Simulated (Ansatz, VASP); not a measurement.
**One calculation of MnO, two programs**

The input INCAR:

```
SYSTEM = MnO
PREC     = Accurate       ! precision mode
ENCUT    = 520            ! plane-wave cutoff, eV
EDIFF    = 1E-8           ! SCF threshold, eV
ISMEAR   = -1             ! smearing method
SIGMA    = 0.05           ! smearing width, eV
LREAL    = .False.        ! projectors in reciprocal space
LASPH    = .True.         ! aspherical terms in the spheres
NELM     = 150            ! most SCF steps
ALGO     = Normal         ! electronic algorithm
ISIF     = 2              ! what is computed and relaxed
LWAVE    = .False.        ! write WAVECAR
LCHARG   = .False.        ! write CHGCAR
ISPIN    = 2              ! spin polarisation
MAGMOM   = 4 0            ! initial moments
LORBIT   = 11             ! projections on sites
LMAXMIX  = 4              ! l up to which the mixer works
GGA      = PE             ! functional
LEFG     = .True.       
NBANDS   = 20             ! bands
```

KPOINTS

```
regular mesh
0
Gamma
  14 14 14
  0 0 0
```

The input POSCAR:

```
MnO
1.0
    0.0000000000      2.4199909219      2.4199909219
    2.4199909219      0.0000000000      2.4199909219
    2.4199909219      2.4199909219      0.0000000000
Mn O
1 1
Direct
    0.0000000000      0.0000000000      0.0000000000
    0.2500000000      0.2500000000      0.2500000000
```

Input for Ansatz:

```yaml
crystal:
  lattice:
    - [0.0, 2.4199909219, 2.4199909219]
    - [2.4199909219, 0.0, 2.4199909219]
    - [2.4199909219, 2.4199909219, 0.0]
  atoms:
    - { symbol: Mn, position: [0.0, 0.0, 0.0], spin: 4.0 }
    - { symbol: O, position: [0.25, 0.25, 0.25] }
magnetization:
  spin_polarized: true
kpoints:
  mp_grid: { grid: [14, 14, 14] }
scf:
  occupations: { method: fermi_dirac, width: 0.05 }
hamiltonian:
  xc: pbe
  pseudopotentials: { kind: paw }
output:
  forces: true
  stress: true
  eigenvalues: true
  efg: { contact_densities: true }
```

Change from the starting cell: volume scaled by 1.025, PAW files.

Alike in both runs: task electric field gradients; functional PBE; k mesh 14 × 14 × 14; occupations fermi-dirac, width 0.05 eV; collinear spin.

```csv
,VASP,Ansatz
version,VASP 6.6.1,Ansatz 0.2.0
potentials or method,"VASP PAW PBE potentials, release 64 (Mn_pv, O)","PAW with Ansatz's default frozen-core files, scalar-relativistic"
plane-wave cutoff (eV),520,420
valence electrons in the cell,19,21
```

Ansatz gave:

* pressure (GPa): -2.7
* net moment per atom (μB): 2.50
* size of the moment on the site where the two differ most (μB): 4.00

Problem. Estimate VASP's values.

Solution. Pressure (GPa): -2.4; net moment per atom (μB): 2.50; size of the moment on the site where the two differ most (μB): 4.43.

Site moments also hang on the region over which each program counts them. VASP's potentials hold 19 valence electrons a cell and Ansatz's 21, so a difference there can come from the potentials and not from the codes.
